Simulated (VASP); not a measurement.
Wanted: the native input for a VASP 6.6.1 run.

```
Task                   : single point
Functional             : LDA
Potentials or basis    : VASP PAW LDA potentials, release 64 (Nb_sv)
Cutoff                 : 520 eV
k mesh                 : 13 × 13 × 13
Occupations            : fermi-dirac, width 0.03 eV
Spin                   : no spin polarisation
Dipole correction      : no
Further INCAR settings : ALGO = Normal; EDIFF = 1e-07; NBANDS = 12
```

The structure of Nb lies in POSCAR:

```
Nb
1.0
   -0.0423000000      2.0938500000      2.0938500000
    2.0938500000     -0.0423000000      2.0938500000
    2.0938500000      2.0938500000     -0.0423000000
Nb
1
Direct
    0.0000000000      0.0000000000      0.0000000000
```

This cell differs from its parent crystal: equal xy, yz and zx shear strains of -2 %.

The input as run:

INCAR

```
SYSTEM = Nb
PREC     = Accurate       ! precision mode
ENCUT    = 520            ! plane-wave cutoff, eV
EDIFF    = 1E-7           ! SCF threshold, eV
ISMEAR   = -1             ! smearing method
SIGMA    = 0.03           ! smearing width, eV
LREAL    = .FALSE.        ! projectors in reciprocal space
LASPH    = .TRUE.         ! aspherical terms in the spheres
NELM     = 100            ! most SCF steps
ALGO     = Normal         ! electronic algorithm
ISIF     = 2              ! what is computed and relaxed
LWAVE    = .FALSE.        ! write WAVECAR
LCHARG   = .FALSE.        ! write CHGCAR
GGA      = CA             ! functional
NBANDS   = 12             ! bands
```

KPOINTS

```
regular mesh
0
G
  13 13 13
  0 0 0
```

Potentials or basis: VASP PAW LDA potentials, release 64 (Nb_sv).

Run with:

```sh
$ cat potpaw_LDA.64/Nb_sv/POTCAR > POTCAR
$ mpirun -np 1 vasp_std > vasp.out
```

Results of the run:

```json
{"Pressure": "-10.6 GPa", "Band gap on the k mesh": "zero (an odd number of electrons rules out a gap without spin polarisation)"}
```

Caveat: the cell differs from its parent crystal (equal xy, yz and zx shear strains of -2 %); the cell stands under tension.

Wall time 64 s on 1 thread of Intel Xeon 8259CL, on a shared host, peak memory 0.17 GiB.
